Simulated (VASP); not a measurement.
Runs of VASP 6.6.1 on ZnS. It takes space group R3m (No. 160, trigonal). Conventional cell: a = 3.806 Å, b = 3.806 Å, c = 28.056 Å, α = 90.00°, β = 90.00°, γ = 120.00°. Within 3.1 Å of Zn (site symmetry 3m) lie 4 S at 2.33 to 2.34 Å. Within 3.1 Å of Zn (site symmetry 3m) lie 4 S at 2.33 Å. Within 3.1 Å of Zn (site symmetry 3m) lie 4 S at 2.33 to 2.34 Å. S (site symmetry 3m) has 4 Zn at 2.33 to 2.34 Å within 3.1 Å. Within 3.1 Å of S (site symmetry 3m) lie 4 Zn at 2.33 to 2.34 Å. Within 3.1 Å of S (site symmetry 3m) lie 4 Zn at 2.33 Å. 

| U | gap on the mesh (eV) | pressure (GPa) | largest force (eV/Å) |
| --- | --- | --- | --- |
| Zn d U = 4.0 eV | 2.32 | -2.5 | 0.02 |
| Zn d U = 8.0 eV | 2.57 | (b) | 0.02 |
| Zn d U = 6.0 eV | 2.44 | -3.4 | 0.02 |
| Zn d U = 2.0 eV | (a) | -1.7 | 0.01 |

Alike in all rows: task single point; level PBEsol+U; potentials or basis VASP PAW PBE potentials, release 64 (Zn, S); no spin polarisation; cell as given; k mesh 6 × 6 × 6; cutoff (eV) 520; smearing gaussian 0.01 eV.

Problem. Estimate the missing entries.

Solution. (a) 2.19; (b) -4.6.

Caveats: the PAW data sets were made with another functional, which shifts forces and pressure a little; the cell stands under tension (at least some runs).

A k mesh can miss the band edges.
